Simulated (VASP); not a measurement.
# Ge (Fd-3m) in VASP: settings compared

Aim: see how the results for Ge move with the level of theory and the settings. Levels: LDA, PBEsol. Tasks: electric field gradients.

All numbers are computed with VASP 6.6.1; they aren't measurements. Logs are shortened: lines on timing, memory, paths and dates and some standing lists are left out, and cuts for length are marked.

**Experimental background.**

“Temperature-dependent photoluminescence in Ge: experiment and theory”, 2020, arxiv:2003.00143 reports, for a bulk crystal of Ge at 0 K: band gap 0.744 eV (indirect).

“Electronic and optical properties of SixGe1-x-ySny alloys lattice-matched to Ge”, 2021, arxiv:2109.02782 reports, for a bulk crystal of Ge at 300 K: band gap 0.807 eV (direct).

The runs below are set against these values where they give the same quantity.

**1. The cell of the first run**

The structure is cubic, space group Fd-3m (No. 227). Conventional cell: a = 5.658 Å, b = 5.658 Å, c = 5.658 Å, α = 90.00°, β = 90.00°, γ = 90.00°. Within 3.2 Å of Ge (site symmetry -43m) lie 4 Ge at 2.45 Å.

**2. Electric field gradients, LDA**

Input file INCAR:

```
  ALGO = Normal
  EDIFF = 1E-8
  ENCUT = 520
  ISIF = 2
  ISMEAR = -1
  LASPH = T
  LCHARG = F
  LEFG = T
  LREAL = Auto
  LWAVE = F
  NBANDS = 126
  NELM = 60
  PREC = Accurate
  SIGMA = 0.05
```

Input file KPOINTS:

```
k-points
0
Gamma
  5 5 5
```

Input file POSCAR:

```
Ge
1.0
    0.0000000000      5.6578200000      5.6578200000
    5.6578200000      0.0000000000      5.6578200000
    5.6578200000      5.6578200000      0.0000000000
Ge
16
Direct
    0.0000000000      0.0000000000      0.0000000000
    0.0000000000      0.0000000000      0.5000000000
    0.0000000000      0.5000000000      0.0000000000
    0.0000000000      0.5000000000      0.5000000000
    0.5000000000      0.0000000000      0.0000000000
    0.5000000000      0.0000000000      0.5000000000
    0.5000000000      0.5000000000      0.0000000000
    0.5000000000      0.5000000000      0.5000000000
    0.1250000000      0.1250000000      0.1250000000
    0.1250000000      0.1250000000      0.6250000000
    0.1250000000      0.6250000000      0.1250000000
    0.1250000000      0.6250000000      0.6250000000
    0.6250000000      0.1250000000      0.1250000000
    0.6250000000      0.1250000000      0.6250000000
    0.6250000000      0.6250000000      0.1250000000
    0.6250000000      0.6250000000      0.6250000000
```

Potentials or basis: VASP PAW LDA potentials, release 64 (Ge_d).

The run is started by

```console
$ cat potpaw_LDA.64/Ge_d/POTCAR > POTCAR
$ mpirun -np 1 vasp_std > vasp.out
```

OUTCAR:

```text
EDIFF = 1E-8
   ENCUT = 520
   ISIF = 2
   ISMEAR = -1
   LASPH = T
   LREAL = Auto
   NELM = 60
   PREC = Accurate

 ion  position               nearest neighbor table
   1  0.000  0.000  0.000-   9 2.45  10 2.45  11 2.45  13 2.45
   2  0.000  0.000  0.500-   9 2.45  10 2.45  12 2.45  14 2.45
   3  0.000  0.500  0.000-   9 2.45  11 2.45  12 2.45  15 2.45
   4  0.000  0.500  0.500-  10 2.45  11 2.45  12 2.45  16 2.45
   5  0.500  0.000  0.000-   9 2.45  13 2.45  14 2.45  15 2.45
   6  0.500  0.000  0.500-  10 2.45  13 2.45  14 2.45  16 2.45
[... 8 lines left out ...]
  15  0.625  0.625  0.125-   3 2.45   5 2.45   7 2.45   8 2.45
  16  0.625  0.625  0.625-   4 2.45   6 2.45   7 2.45   8 2.45
[... 6 lines left out ...]
 A1 = (   0.0000000000,   5.6578200000,   5.6578200000)
 A2 = (   5.6578200000,   0.0000000000,   5.6578200000)
 A3 = (   5.6578200000,   5.6578200000,   0.0000000000)

Analysis of symmetry for initial positions (statically):
=====================================================================
 Subroutine PRICEL returns following result:

  LATTYP: Found a face centered cubic cell.
 ALAT       =     5.6578200000

  Lattice vectors:

 A1 = (   0.0000000000,   2.8289100000,   2.8289100000)
 A2 = (   2.8289100000,   0.0000000000,   2.8289100000)
 A3 = (   2.8289100000,   2.8289100000,   0.0000000000)

   8 primitive cells build up your supercell.

 Routine SETGRP: Setting up the symmetry group for a
 face centered cubic supercell.

 Subroutine GETGRP returns: Found 48 space group operations
 (whereof 24 operations were pure point group operations)
 out of a pool of 48 trial point group operations.

The static configuration has the point symmetry T_d .
 The point group associated with its full space group is O_h .

Analysis of symmetry for dynamics (positions and initial velocities):
=====================================================================
 Subroutine PRICEL returns following result:

  LATTYP: Found a face centered cubic cell.
 ALAT       =     5.6578200000

  Lattice vectors:

 A1 = (   0.0000000000,   2.8289100000,   2.8289100000)
 A2 = (   2.8289100000,   0.0000000000,   2.8289100000)
 A3 = (   2.8289100000,   2.8289100000,   0.0000000000)
[... 1422 lines left out ...]

  FORCE on cell =-STRESS in cart. coord.  units (eV):
  Direction    XX          YY          ZZ          XY          YZ          ZX
  --------------------------------------------------------------------------------------
  -------------------------------------------------------------------------------------
  Total       -2.7170968     -2.7170968     -2.7170968      0.0000000     -0.0000000      0.0000000
  in kB      -12.0181692    -12.0181692    -12.0181692      0.0000000     -0.0000000      0.0000000
  external PRESSURE =     -12.0181692 kB  Pullay stress =       0.0000000 kB

 VOLUME and BASIS-vectors are now :
 -----------------------------------------------------------------------------
  energy-cutoff  :      520.00
  volume of cell :      362.22
      direct lattice vectors                 reciprocal lattice vectors
     0.000000000  5.657820000  5.657820000    -0.088373260  0.088373260  0.088373260
     5.657820000  0.000000000  5.657820000     0.088373260 -0.088373260  0.088373260
     5.657820000  5.657820000  0.000000000     0.088373260  0.088373260 -0.088373260

 POSITION                                       TOTAL-FORCE (eV/Angst)
 -----------------------------------------------------------------------------------
      0.00000      0.00000      0.00000         0.000000      0.000000      0.000000
      2.82891      2.82891      0.00000         0.000000      0.000000      0.000000
      2.82891      0.00000      2.82891         0.000000      0.000000      0.000000
      5.65782      2.82891      2.82891         0.000000      0.000000      0.000000
      0.00000      2.82891      2.82891         0.000000      0.000000      0.000000
      2.82891      5.65782      2.82891         0.000000      0.000000      0.000000
[... 8 lines left out ...]
      4.24336      4.24336      7.07228        -0.000000     -0.000000     -0.000000
      7.07228      7.07228      7.07228        -0.000000     -0.000000     -0.000000
 -----------------------------------------------------------------------------------
    total drift:                               -0.000000      0.000000      0.000000

  FREE ENERGIE OF THE ION-ELECTRON SYSTEM (eV)
  ---------------------------------------------------
  free  energy   TOTEN  =       -83.0969416686 eV

  energy  without entropy=      -83.0911290950  energy(sigma->0) =      -83.09403538

 Electric field gradients (V/A^2)
---------------------------------------------------------------------
 ion       V_xx      V_yy      V_zz      V_xy      V_xz      V_yz
---------------------------------------------------------------------
   1       0.000    -0.000    -0.000     0.004     0.004     0.004
   2       0.000    -0.000    -0.000     0.004     0.004     0.004
   3       0.000    -0.000    -0.000     0.004     0.004     0.004
   4       0.000    -0.000    -0.000     0.004     0.004     0.004
   5       0.000    -0.000    -0.000     0.004     0.004     0.004
   6       0.000    -0.000    -0.000     0.004     0.004     0.004
[... 8 lines left out ...]
  15       0.000    -0.000    -0.000     0.004     0.004     0.004
  16       0.000    -0.000    -0.000     0.004     0.004     0.004
---------------------------------------------------------------------

 Electric field gradients after diagonalization (V/A^2)
 (convention: |V_zz| > |V_xx| > |V_yy|)
----------------------------------------------------------------------
 ion       V_xx      V_yy      V_zz     asymmetry (V_yy - V_xx)/ V_zz
----------------------------------------------------------------------
   1      -0.004    -0.004     0.007       0.000
   2      -0.004    -0.004     0.007       0.000
   3      -0.004    -0.004     0.007       0.000
   4      -0.004    -0.004     0.007       0.000
   5      -0.004    -0.004     0.007       0.000
   6      -0.004    -0.004     0.007       0.000
[... 8 lines left out ...]
  15      -0.004    -0.004     0.007       0.000
  16      -0.004    -0.004     0.007       0.000
----------------------------------------------------------------------

           NMR quadrupolar parameters

 Cq : quadrupolar parameter    Cq=e*Q*V_zz/h
 eta: asymmetry parameters     (V_yy - V_xx)/ V_zz
 Q  : nuclear electric quadrupole moment in mb (millibarn)
----------------------------------------------------------------------
 ion       Cq(MHz)       eta       Q (mb)
----------------------------------------------------------------------
   1       0.000       0.000       1.000
   2       0.000       0.000       1.000
   3       0.000       0.000       1.000
   4       0.000       0.000       1.000
   5       0.000       0.000       1.000
   6       0.000       0.000       1.000
[... 8 lines left out ...]
  15       0.000       0.000       1.000
  16       0.000       0.000       1.000
----------------------------------------------------------------------
```

stdout:

```text
POSCAR found type information on POSCAR Ge
 POSCAR found :  1 types and      16 ions
 scaLAPACK will be used
 LDA part: xc-table for (Slater(with rela. corr.)+CA(PZ))
 , standard interpolation
 POSCAR, INCAR and KPOINTS ok, starting setup
 FFT: planning ... GRIDC
 FFT: planning ... GRID_SOFT
 FFT: planning ... GRID
 WAVECAR not read
 entering main loop
ion   1

ion   2

ion   3

ion   4

ion   5

ion   6

ion   7

ion   8

ion   9

ion  10

ion  11

ion  12

ion  13

ion  14

ion  15

ion  16
```

Wall time 17 min (1 thread of AMD EPYC 7R43 (Zen 3), shared host); peak memory 0.5 GiB.

Results:

```
Free energy                             : -83.0969 eV
Pressure                                : -1.2 GPa
Band gap on the k mesh                  : zero (filled and empty bands touch)
Largest electric field gradient by atom : zero within the noise of the run
```

Caveat: semilocal functionals underestimate gaps, so a narrow gap can read as zero.

**3. Electric field gradients, PBEsol**

Input file INCAR:

```
SYSTEM = Ge
PREC = Accurate ; ENCUT = 520
EDIFF = 1E-8 ; ISMEAR = -1
SIGMA = 0.05 ; LREAL = Auto
LASPH = .TRUE. ; NELM = 100
ALGO = Normal ; ISIF = 2
LWAVE = .FALSE. ; LCHARG = .FALSE.
GGA = PS ; LEFG = .TRUE.
NBANDS = 126
```

Input file KPOINTS:

```
Automatic mesh
0
G
  5 5 5
  0 0 0
```

POSCAR is that of step 2.

Potentials or basis: VASP PAW PBE potentials, release 64 (Ge_d).

The run is started by

```console
$ cat potpaw_PBE.64/Ge_d/POTCAR > POTCAR
$ mpirun -np 1 vasp_std > vasp.out
```

OUTCAR:

```text
SYSTEM = Ge
   PREC = Accurate
   ENCUT = 520
   EDIFF = 1E-8
   ISMEAR = -1
   LREAL = Auto
   LASPH = .TRUE.
   NELM = 100
   ISIF = 2
   GGA = PS

 ion  position               nearest neighbor table
   1  0.000  0.000  0.000-   9 2.45  10 2.45  11 2.45  13 2.45
   2  0.000  0.000  0.500-   9 2.45  10 2.45  12 2.45  14 2.45
   3  0.000  0.500  0.000-   9 2.45  11 2.45  12 2.45  15 2.45
   4  0.000  0.500  0.500-  10 2.45  11 2.45  12 2.45  16 2.45
   5  0.500  0.000  0.000-   9 2.45  13 2.45  14 2.45  15 2.45
   6  0.500  0.000  0.500-  10 2.45  13 2.45  14 2.45  16 2.45
[... 8 lines left out ...]
  15  0.625  0.625  0.125-   3 2.45   5 2.45   7 2.45   8 2.45
  16  0.625  0.625  0.625-   4 2.45   6 2.45   7 2.45   8 2.45
[... 6 lines left out ...]
 A1 = (   0.0000000000,   5.6578200000,   5.6578200000)
 A2 = (   5.6578200000,   0.0000000000,   5.6578200000)
 A3 = (   5.6578200000,   5.6578200000,   0.0000000000)

Analysis of symmetry for initial positions (statically):
=====================================================================
 Subroutine PRICEL returns following result:

  LATTYP: Found a face centered cubic cell.
 ALAT       =     5.6578200000

  Lattice vectors:
[... 1492 lines left out ...]
  free  energy   TOTEN  =       -78.9739104894 eV

  energy  without entropy=      -78.9690614296  energy(sigma->0) =      -78.97148596

 Electric field gradients (V/A^2)
---------------------------------------------------------------------
 ion       V_xx      V_yy      V_zz      V_xy      V_xz      V_yz
---------------------------------------------------------------------
   1       0.000     0.000    -0.000     0.004     0.004     0.004
   2      -0.000     0.000    -0.000     0.004     0.004     0.004
   3      -0.000     0.000    -0.000     0.004     0.004     0.004
   4      -0.000     0.000    -0.000     0.004     0.004     0.004
   5       0.000     0.000    -0.000     0.004     0.004     0.004
   6       0.000     0.000    -0.000     0.004     0.004     0.004
[... 8 lines left out ...]
  15       0.000     0.000    -0.000     0.004     0.004     0.004
  16      -0.000     0.000    -0.000     0.004     0.004     0.004
---------------------------------------------------------------------

 Electric field gradients after diagonalization (V/A^2)
 (convention: |V_zz| > |V_xx| > |V_yy|)
----------------------------------------------------------------------
 ion       V_xx      V_yy      V_zz     asymmetry (V_yy - V_xx)/ V_zz
----------------------------------------------------------------------
   1      -0.004    -0.004     0.007       0.000
   2      -0.004    -0.004     0.007       0.000
   3      -0.004    -0.004     0.007       0.000
   4      -0.004    -0.004     0.007       0.000
   5      -0.004    -0.004     0.007       0.000
   6      -0.004    -0.004     0.007       0.000
[... 8 lines left out ...]
  15      -0.004    -0.004     0.007       0.000
  16      -0.004    -0.004     0.007       0.000
----------------------------------------------------------------------

           NMR quadrupolar parameters

 Cq : quadrupolar parameter    Cq=e*Q*V_zz/h
 eta: asymmetry parameters     (V_yy - V_xx)/ V_zz
 Q  : nuclear electric quadrupole moment in mb (millibarn)
----------------------------------------------------------------------
 ion       Cq(MHz)       eta       Q (mb)
----------------------------------------------------------------------
   1       0.000       0.000       1.000
   2       0.000       0.000       1.000
   3       0.000       0.000       1.000
   4       0.000       0.000       1.000
   5       0.000       0.000       1.000
   6       0.000       0.000       1.000
[... 8 lines left out ...]
  15       0.000       0.000       1.000
  16       0.000       0.000       1.000
----------------------------------------------------------------------
```

It took 22 min on 1 thread of Oxide Virtual Turin-like, shared host; peak memory 0.6 GiB.

What came out:

| Item | Value |
| --- | --- |
| Free energy | -78.9739 eV |
| Pressure | 0.6 GPa |
| Band gap on the k mesh | zero (filled and empty bands touch) |
| Largest electric field gradient by atom | zero within the noise of the run |

Levels at points of the mesh, in eV from the Fermi level:
| k point | band 110 | band 111 | band 112 | band 113 | band 114 | band 115 |
| --- | --- | --- | --- | --- | --- | --- |
| (0.00, 0.00, 0.00) | -0.03 | -0.02 | -0.02 | -0.02 | 0.10 | 0.10 |

Caveat: semilocal functionals underestimate gaps, so a narrow gap can read as zero; the PAW data sets were made with another functional, which shifts forces and pressure a little.

[end of part 1 of 2]
